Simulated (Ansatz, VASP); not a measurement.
# C: VASP beside Ansatz

```
C
1.0
     2.44460    0.00000    0.00000
    -1.22230    2.11709    0.00000
     0.00000    0.00000   24.10784
C
4
Direct
  0.99055 0.98111 0.56878
  0.00945 0.01889 0.43122
  0.32389 0.64777 0.43120
  0.67611 0.35223 0.56880
```

Change from the starting cell: mode 4 frozen in at -0.000 Å and mode 10 at -0.040 Å (largest displacements).

Alike in both runs: task single point; functional LDA; k mesh 18 × 18 × 2; occupations gaussian, width 0.15 eV; no spin polarisation.

|  | VASP | Ansatz |
| --- | --- | --- |
| version | VASP 6.6.1 | Ansatz 0.2.0 |
| potentials or method | VASP PAW LDA potentials, release 64 (C), cutoff 520 eV | scalar-relativistic, plane waves, PAW |
| valence electrons in the cell | 16 | 16 |

Ansatz gave:

```
gap on the k mesh at the Fermi level (eV) : 0.67
least direct gap on the mesh (eV)         : 0.67
rms of the force components (eV/Å)        : 2.872
```

**Question.** Which values does VASP return?

**Answer.** gap on the k mesh at the Fermi level (eV): 0.67; least direct gap on the mesh (eV): 0.67; rms of the force components (eV/Å): 2.868.

Ansatz warns that its potentials were made for another functional, while VASP's fit it. LDA's correlation is that of Perdew and Zunger in VASP and of Perdew and Wang (1992) in Ansatz. Atom by atom the forces differ by 0.004 eV/Å (rms over components).
